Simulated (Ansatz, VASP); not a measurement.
## Two plane-wave programs on TaN

```xyz
2
Lattice="2.9380 0.0000 0.0000 -1.4690 2.6970 0.0000 0.0000 0.0000 2.8830" Properties=species:S:1:pos:R:3 pbc="T T T"
Ta    0.0000    1.7980    1.4415
N     0.0000    0.0000    0.0000
```

Change from the starting cell: strain +0.0600 x Voigt [0, 1, 0, 0, 0, 0], atoms carried along.

Alike in both runs: task single point; functional PBEsol; k mesh 18 × 18 × 16; occupations gaussian, width 0.15 eV; no spin polarisation.

|  | VASP | Ansatz |
| --- | --- | --- |
| version | VASP 6.6.1 | Ansatz 0.2.0 |
| potentials or method | VASP PAW PBE potentials, release 64 (Ta_pv, N), cutoff 520 eV | scalar-relativistic, plane waves, PAW |
| valence electrons in the cell | 16 | 18 |

VASP gave:

```
gap on the k mesh at the Fermi level (eV)                     : none
pressure (GPa)                                                : -20.4
traceless stress, the component that is largest in VASP (GPa) : -16.34
rms of the force components (eV/Å)                            : 0.010
```

Problem. Which values does Ansatz return?

Solution. gap on the k mesh at the Fermi level (eV): none; pressure (GPa): -21.0; traceless stress, the component that is largest in VASP (GPa): -16.26; rms of the force components (eV/Å): 0.014.

VASP's potentials were made for PBE, not for PBEsol. Atom by atom the forces differ by 0.004 eV/Å (rms over components). A gap of «none» marks a metal or a gap that the smearing closes. VASP's potentials hold 16 valence electrons a cell and Ansatz's 18, so a difference there can come from the potentials and not from the codes.

Neither program's run includes spin-orbit coupling.
